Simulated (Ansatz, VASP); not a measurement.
# CuO: VASP beside Ansatz

```xyz
4
Lattice="3.2880 0.0000 0.0000 -1.6440 2.8475 0.0000 0.0000 0.0000 5.3850" Properties=species:S:1:pos:R:3 pbc="T T T"
Cu    1.6440    0.9492    0.0000
Cu    0.0000    1.8983    2.6925
O     1.6440    0.9492    3.3667
O     0.0000    1.8983    0.6742
```

Alike in both runs: task single point; functional PBE; k mesh 5 × 5 × 3; occupations fermi-dirac, width 0.05 eV; no spin polarisation.

|  | VASP | Ansatz |
| --- | --- | --- |
| version | VASP 6.6.1 | Ansatz 0.2.0 |
| potentials or method | VASP PAW PBE potentials, release 64 (Cu, O) | Ansatz PAW |
| plane-wave cutoff (eV) | 520 | 420 |
| valence electrons in the cell | 34 | 50 |

```csv
,VASP,Ansatz,Ansatz less VASP
gap on the k mesh at the Fermi level (eV),none,none,-
pressure (GPa),-8.5,-8.9,-0.40
"traceless stress, the component that is largest in VASP (GPa)",0.40,0.44,+0.046
rms of the force components (eV/Å),0.035,0.036,+0.0006
```

Atom by atom the forces differ by 0.001 eV/Å (rms over components). A gap of «none» marks a metal or a gap that the smearing closes. VASP's potentials hold 34 valence electrons a cell and Ansatz's 50, so a difference there can come from the potentials and not from the codes.

The k mesh is coarse, so the values compare programs but aren't converged.
